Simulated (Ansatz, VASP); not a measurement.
## One calculation of WS2, two programs

The input INCAR:

```
ALGO = Normal
EDIFF = 1E-6
ENCUT = 520
GGA = PS
ISIF = 2
ISMEAR = 0
IVDW = 12
LASPH = T
LCHARG = T
LELF = T
LREAL = F
LVHAR = T
LWAVE = F
NBANDS = 20
NELM = 80
PREC = Accurate
SIGMA = 0.05
```

Contents of KPOINTS:

```
k-points
0
Gamma
  12 12 2
```

File POSCAR:

```
WS2
1.0
    3.0715359137      0.0000000000      0.0000000000
   -1.5357679568      2.6600281299      0.0000000000
    0.0000000000      0.0000000000     16.6534413700
W S
1 2
Direct
    0.3333333333      0.6666666667      0.0000000000
    0.6666666667      0.3333333333      0.9071447969
    0.6666666667      0.3333333333      0.0928552031
```

Input for Ansatz:

```yaml
crystal:
  lattice:
    - [3.0715359137, 0.0, 0.0]
    - [-1.5357679568, 2.6600281299, 0.0]
    - [0.0, 0.0, 16.65344137]
  atoms:
    - { symbol: W, position: [0.3333333333, 0.6666666667, 0.0] }
    - { symbol: S, position: [0.6666666667, 0.3333333333, 0.9071447969] }
    - { symbol: S, position: [0.6666666667, 0.3333333333, 0.0928552031] }
basis:
  ecutwfc: 420
kpoints:
  mp_grid: { grid: [12, 12, 2] }
hamiltonian:
  xc: pbesol
  dispersion: d3bj
scf:
  occupations: { method: gaussian, width: 0.05 }
output:
  forces: true
  stress: true
  eigenvalues: true
```

Change from the starting cell: mode 4 frozen in at +0.000 Å, equal normal strain along x, y and z -0.0167.

Alike in both runs: task single point; functional PBEsol; dispersion D3(BJ); k mesh 12 × 12 × 2; occupations gaussian, width 0.05 eV; no spin polarisation.

|  | VASP | Ansatz |
| --- | --- | --- |
| version | VASP 6.6.1 | Ansatz 0.2.0 |
| potentials or method | VASP PAW PBE potentials, release 64 (W_sv, S), cutoff 520 eV | scalar-relativistic, plane waves, PAW |
| valence electrons in the cell | 26 | 26 |

```tsv
	VASP	Ansatz	Ansatz less VASP
gap on the k mesh at the Fermi level (eV)	2.08	2.08	-0.001
least direct gap on the mesh (eV)	2.18	2.17	-0.006
rms of the force components (eV/Å)	0.493	0.481	-0.0119
```

VASP's potentials were made for PBE, not for PBEsol. Atom by atom the forces differ by 0.012 eV/Å (rms over components).

Spin-orbit coupling is off throughout.
